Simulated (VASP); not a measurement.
Set up this calculation in VASP 6.6.1, as the native input.

```
Task                   : relaxation of cell and atoms
Functional             : PBE
Potentials or basis    : VASP PAW PBE potentials, release 64 (Sn_d, W_sv)
Cutoff                 : 600 eV
k mesh                 : 6 × 6 × 4
Occupations            : gaussian, width 0.1 eV
Spin                   : no spin polarisation
Dipole correction      : no
Further INCAR settings : ALGO = Fast; EDIFF = 1e-06; IBRION = 2; EDIFFG = -0.04; NSW = 90; ISIF = 3
```

The structure of SnW lies in POSCAR:

```
SnW
1.0
    1.7235694980     -5.2274165033      0.0000000000
    1.7235694980      5.2274165033      0.0000000000
    0.0000000000      0.0000000000      4.4379365293
Sn W
2 2
Direct
    0.8435727149      0.1564272851      0.7500000000
    0.1564272851      0.8435727149      0.2500000000
    0.5669863013      0.4330136987      0.7500000000
    0.4330136987      0.5669863013      0.2500000000
```

These files were run (other wordings do the same):

INCAR

```
ALGO = Fast ; EDIFF = 1E-6
EDIFFG = -0.04 ; ENCUT = 600
GGA = PE ; IBRION = 2
ISIF = 3 ; ISMEAR = 0
LASPH = True ; LCHARG = False
LREAL = False ; LWAVE = False
NELM = 100 ; NSW = 90
PREC = Accurate ; SIGMA = 0.1
```

KPOINTS

```
k-points
0
Gamma
  6 6 4
```

Potentials or basis: VASP PAW PBE potentials, release 64 (Sn_d, W_sv).

Launch:

```sh
$ cat potpaw_PBE.64/Sn_d/POTCAR potpaw_PBE.64/W_sv/POTCAR > POTCAR
$ mpirun -np 1 vasp_std > vasp.out
```

It gave:

```
Relaxed volume                        : 19.98 Å³/atom
Relaxed cell                          : a = 5.517 Å, b = 5.517 Å, c = 4.441 Å, α = 90.00°, β = 90.00°, γ = 143.76°
Space group after relaxing (to 0.1 Å) : Cmcm (No. 63)
Energy gained by relaxing             : 0.4 meV/atom
Ionic steps                           : 2
Pressure after relaxing               : -0.1 GPa
Largest force after relaxing          : 0.015 eV/Å
Band gap on the k mesh                : zero (bands 28 and 29 overlap by 0.70 eV)
```

Caveat: spin-orbit coupling is left out, which moves the levels of the heavy elements.

It took 3.5 min on 1 thread of AMD EPYC 9R45 96-Core Processor (Zen 5), on a shared host, peak memory 0.31 GiB.
